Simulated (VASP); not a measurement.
# Ba (Im-3m) in VASP: a series of runs, part 2 of 2

VASP 6.6.1. The steps go on from the part before.

### 6 Single point, PBE (volume scaled by 0.92)

INCAR

```
SYSTEM = Ba
PREC     = Accurate       ! precision mode
ENCUT    = 520            ! plane-wave cutoff, eV
EDIFF    = 1E-6           ! SCF threshold, eV
ISMEAR   = -1             ! smearing method
SIGMA    = 0.08           ! smearing width, eV
LREAL    = .FALSE.        ! projectors in reciprocal space
LASPH    = .TRUE.         ! aspherical terms in the spheres
NELM     = 80             ! most SCF steps
ALGO     = Normal         ! electronic algorithm
ISIF     = 2              ! what is computed and relaxed
LWAVE    = .FALSE.        ! write WAVECAR
LCHARG   = .FALSE.        ! write CHGCAR
GGA      = PE             ! functional
NBANDS   = 11             ! bands
```

KPOINTS

```
regular mesh
0
G
  11 11 11
  0 0 0
```

POSCAR

```
Ba
1.0
   -2.4436269182      2.4436269182      2.4436269182
    2.4436269182     -2.4436269182      2.4436269182
    2.4436269182      2.4436269182     -2.4436269182
Ba
1
Direct
    0.0000000000      0.0000000000      0.0000000000
```

Potentials or basis: VASP PAW PBE potentials, release 64 (Ba_sv).

Run with:

```bash
> cat potpaw_PBE.64/Ba_sv/POTCAR > POTCAR
> mpirun -np 1 vasp_std > vasp.out
```

OUTCAR:

```text
SYSTEM = Ba
   PREC = Accurate
   ENCUT = 520
   EDIFF = 1E-6
   ISMEAR = -1
   LREAL = .FALSE.
   LASPH = .TRUE.
   NELM = 80
   ISIF = 2
   GGA = PE

 ion  position               nearest neighbor table
   1  0.000  0.000  0.000-

  LATTYP: Found a body centered cubic cell.
 ALAT       =     4.8872538364

  Lattice vectors:

 A1 = (  -2.4436269182,   2.4436269182,   2.4436269182)
 A2 = (   2.4436269182,  -2.4436269182,   2.4436269182)
 A3 = (   2.4436269182,   2.4436269182,  -2.4436269182)

Analysis of symmetry for initial positions (statically):
=====================================================================
 Subroutine PRICEL returns:
 Original cell was already a primitive cell.

 Routine SETGRP: Setting up the symmetry group for a
 body centered cubic supercell.

 Subroutine GETGRP returns: Found 48 space group operations
 (whereof 48 operations were pure point group operations)
 out of a pool of 48 trial point group operations.

The static configuration has the point symmetry O_h .

Analysis of symmetry for dynamics (positions and initial velocities):
=====================================================================
 Subroutine PRICEL returns:
 Original cell was already a primitive cell.

 Routine SETGRP: Setting up the symmetry group for a
 body centered cubic supercell.

 Subroutine GETGRP returns: Found 48 space group operations
 (whereof 48 operations were pure point group operations)
 out of a pool of 48 trial point group operations.

The dynamic configuration has the point symmetry O_h .

 Subroutine INISYM returns: Found 48 space group operations
 (whereof 48 operations are pure point group operations),
 and found     1 'primitive' translations

----------------------------------------------------------------------------------------

                                     Primitive cell

  volume of cell :      58.3666

  direct lattice vectors                    reciprocal lattice vectors
    -2.443626918  2.443626918  2.443626918     0.000000000  0.204613886  0.204613886
     2.443626918 -2.443626918  2.443626918     0.204613886  0.000000000  0.204613886
     2.443626918  2.443626918 -2.443626918     0.204613886  0.204613886  0.000000000

  length of vectors
     4.232485977  4.232485977  4.232485977     0.289367733  0.289367733  0.289367733

  position of ions in fractional coordinates (direct lattice)
     0.000000000  0.000000000  0.000000000

  ion indices of the primitive-cell ions
   primitive index   ion index
                 1           1

----------------------------------------------------------------------------------------

 KPOINTS: regular mesh

Automatic generation of k-mesh.
 Grid dimensions read from file:
 generate k-points for:   11   11   11

 Generating k-lattice:

  Cartesian coordinates                     Fractional coordinates (reciprocal lattice)
     0.000000000  0.018601262  0.018601262     0.090909091  0.000000000  0.000000000
     0.018601262  0.000000000  0.018601262     0.000000000  0.090909091  0.000000000
     0.018601262  0.018601262  0.000000000     0.000000000  0.000000000  0.090909091

  Length of vectors
     0.026306158  0.026306158  0.026306158

  Shift w.r.t. Gamma in fractional coordinates (k-lattice)
     0.000000000  0.000000000  0.000000000

 Subroutine IBZKPT returns following result:
 ===========================================

 Found     56 irreducible k-points:

 Following reciprocal coordinates:
            Coordinates               Weight
  0.000000  0.000000  0.000000      1.000000
  0.090909  0.000000  0.000000     12.000000
  0.181818  0.000000  0.000000     12.000000
  0.272727  0.000000  0.000000     12.000000
  0.363636  0.000000  0.000000     12.000000
  0.454545  0.000000  0.000000     12.000000
[... 16 lines left out ...]
  0.272727  0.181818  0.090909     48.000000
  0.363636  0.181818  0.090909     24.000000
 [... further k-points ...]
   k-points           NKPTS =     56   k-points in BZ     NKDIM =     56   number of bands    NBANDS=     11
   number of dos      NEDOS =    301   number of ions     NIONS =      1
   total plane-waves  NPLWV =  32768
   dimension x,y,z NGX =    32 NGY =   32 NGZ =   32
   dimension x,y,z NGXF=    64 NGYF=   64 NGZF=   64
   ions per type =               1
   NGX,Y,Z   is equivalent  to a cutoff of  12.57, 12.57, 12.57 a.u.
   NGXF,Y,Z  is equivalent  to a cutoff of  25.14, 25.14, 25.14 a.u.
 SYSTEM =  Ba
   PREC   = accura    normal or accurate (medium, high low for compatibility)
   ISTART =      0    job   : 0-new  1-cont  2-samecut
   ICHARG =      2    charge: 1-file 2-atom 10-const
   ISPIN  =      1    spin polarized calculation?
   LNONCOLLINEAR =      F non collinear calculations
   LSORBIT =      F    spin-orbit coupling
   LASPH  =      T    aspherical Exc in radial PAW
   ENCUT  =  520.0 eV  38.22 Ry    6.18 a.u.   7.87  7.87  7.87*2*pi/ulx,y,z
   NELM   =     80;   NELMIN=  2; NELMDL= -5     # of ELM steps
   EDIFF  = 0.1E-05   stopping-criterion for ELM
   LREAL  =      F    real-space projection
   EDIFFG = 0.1E-04   stopping-criterion for IOM
   NSW    =      0    number of steps for IOM
   IBRION =     -1    ionic relax: 0-MD 1-quasi-New 2-CG
   NFREE  =      0    steps in history (QN), initial steepest desc. (CG)
   ISIF   =      2    stress and relaxation
   ISYM   =      2    0-nonsym 1-usesym 2-fastsym
   POTIM  = 0.5000    time-step for ionic-motion
   TEBEG  =    0.0;   TEEND  =   0.0 temperature during run
   PSTRESS=    0.0 pullay stress
   NELECT =      10.0000    total number of electrons
   NUPDOWN=      -1.0000    fix difference up-down
   EMIN   =  10.00;   EMAX   =-10.00  energy-range for DOS
   EFERMI =   0.00;   METHOD = LEGACY
   ISMEAR =    -1;   SIGMA  =   0.08  broadening in eV -4-tet -1-fermi 0-gaus
   EFERMI_NEDOS =   21; number of points for ismear=-14 and -15
   IALGO  =     38    algorithm
   IMIX   =      4    mixing-type and parameters
     AMIX     =   0.40;   BMIX     =  1.00
     AMIX_MAG =   1.60;   BMIX_MAG =  1.00
  volume/ion in A,a.u.               =      58.37       393.88
  Fermi-wavevector in a.u.,A,eV,Ry     =   0.909257  1.718246 11.248591  0.826748
  Thomas-Fermi vector in A             =   2.033280
   LORBIT       =      0    0 simple, 1 ext, 2 COOP (PROOUT), +10 PAW based schemes
   GGA     = PE    functional components
   LHFCALC =     F    Hartree Fock is set to
   AEXX    =    0.0000 exact exchange contribution
   IVDW    =     0    specifies the selected vdW correction
   LEPSILON=     F    determine dielectric tensor
   LRPA    =     F    only Hartree local field effects (RPA)
 non-spin polarized calculation
  energy-cutoff  :      520.00
  volume of cell :       58.37
 maximum number of plane-waves:      1593
   NGX = 15   NGY = 15   NGZ = 15

 number of electron      10.0000001 magnetization

 Free energy of the ion-electron system (eV)
  ---------------------------------------------------
  ext. energy  EPLUGINS =         0.00000000
  ---------------------------------------------------
  free energy    TOTEN  =        -1.90767437 eV

  energy without entropy =       -1.88209505  energy(sigma->0) =       -1.89488471

 E-fermi :   1.9089     XC(G=0):  -7.6565

 val. band max:        1.8858293972   @ k =   0.1818   0.1818   0.1818
 cond. band min:       1.9483745492   @ k =  -0.4545   0.4545   0.2727
 fundamental gap:      0.0625451521
 Fermi energy:         1.9088527277

 k-point     1 :       0.0000    0.0000    0.0000
  band No.  band energies     occupation
      1     -26.8514      2.00000
      2     -11.7513      2.00000
      3     -11.7513      2.00000
      4     -11.7513      2.00000
      5      -0.8747      2.00000
      6       3.8243      0.00000
      7       3.8243      0.00000
      8       3.8243      0.00000
      9       5.3303      0.00000
     10       5.3303      0.00000
     11       9.0674      0.00000

 k-point     2 :       0.0909    0.0000    0.0000
  band No.  band energies     occupation
      1     -26.8466      2.00000
      2     -11.8020      2.00000
      3     -11.7666      2.00000
      4     -11.7517      2.00000
      5      -0.7054      2.00000
      6       3.6855      0.00000
      7       3.7479      0.00000
      8       3.9971      0.00000
      9       5.1109      0.00000
     10       5.3174      0.00000
     11       9.2625      0.00000
[... 295 lines left out ...]
 k-point    24 :       0.3636    0.1818    0.0909
  band No.  band energies     occupation
      1     -26.7879      2.00000
      2     -12.2349      2.00000
      3     -12.0171      2.00000
      4     -11.8487      2.00000
      5       1.7237      1.82010
      6       2.4493      0.00233
      7       2.9197      0.00001
      8       5.6276      0.00000
      9       5.9976      0.00000
     10       7.2603      0.00000
     11       8.2752      0.00000

 [... further k-points ...]
[... 5 lines left out ...]
  --------------------------------------------------------------------------------------
  -------------------------------------------------------------------------------------
  Total        0.3228703      0.3228703      0.3228703      0.0000000     -0.0000000     -0.0000000
  in kB        8.8628611      8.8628611      8.8628611      0.0000000     -0.0000000     -0.0000000
  external PRESSURE =       8.8628611 kB  Pullay stress =       0.0000000 kB

 VOLUME and BASIS-vectors are now :
 -----------------------------------------------------------------------------
  energy-cutoff  :      520.00
  volume of cell :       58.37
      direct lattice vectors                 reciprocal lattice vectors
    -2.443626918  2.443626918  2.443626918     0.000000000  0.204613886  0.204613886
     2.443626918 -2.443626918  2.443626918     0.204613886  0.000000000  0.204613886
     2.443626918  2.443626918 -2.443626918     0.204613886  0.204613886  0.000000000

 POSITION                                       TOTAL-FORCE (eV/Angst)
 -----------------------------------------------------------------------------------
      0.00000      0.00000      0.00000         0.000000     -0.000000      0.000000
 -----------------------------------------------------------------------------------
    total drift:                                0.000000      0.000000     -0.000000

  FREE ENERGIE OF THE ION-ELECTRON SYSTEM (eV)
  ---------------------------------------------------
  free  energy   TOTEN  =        -1.9076743744 eV

  energy  without entropy=       -1.8820950457  energy(sigma->0) =       -1.89488471
```

Run time: 19 s. Hardware: 1 thread of AMD EPYC 7R43 (Zen 3), shared host; peak memory 0.16 GiB.

What came out:

```yaml
Free_energy: -1.9077 eV
Pressure: 0.9 GPa
Band_gap_on_the_k_mesh: zero (band 5 reaches 2.32 eV, above the bottom of band 6 at 1.31 eV)
```

Levels at points of the mesh, in eV from the Fermi level:
| k point | band 2 | band 3 | band 4 | band 5 | band 6 | band 7 | band 8 | band 9 |
| --- | --- | --- | --- | --- | --- | --- | --- | --- |
| (0.00, 0.00, 0.00) | -13.66 | -13.66 | -13.66 | -2.78 | 1.92 | 1.92 | 1.92 | 3.42 |

Caveat: spin-orbit coupling is left out, which moves the levels of the heavy elements.

### 7 Summary

| cell | gap on the mesh (eV) | pressure (GPa) |
| --- | --- | --- |
| a = 3.971 Å, angles 109.5°, 1 atom | none | 3.7 |
| a = 4.106 Å, angles 109.5°, 1 atom | none | 2.0 |
| a = 4.232 Å, angles 109.5°, 1 atom | none | 0.9 |

Alike in all rows: task single point; level PBE; potentials or basis VASP PAW PBE potentials, release 64 (Ba_sv); no spin polarisation; k mesh 11 × 11 × 11; cutoff (eV) 520; smearing fermi-dirac 0.08 eV.

Caveats: spin-orbit coupling is left out, which moves the levels of the heavy elements.

Total energies depend on the potentials used, so only differences within one code and one set of settings carry meaning.
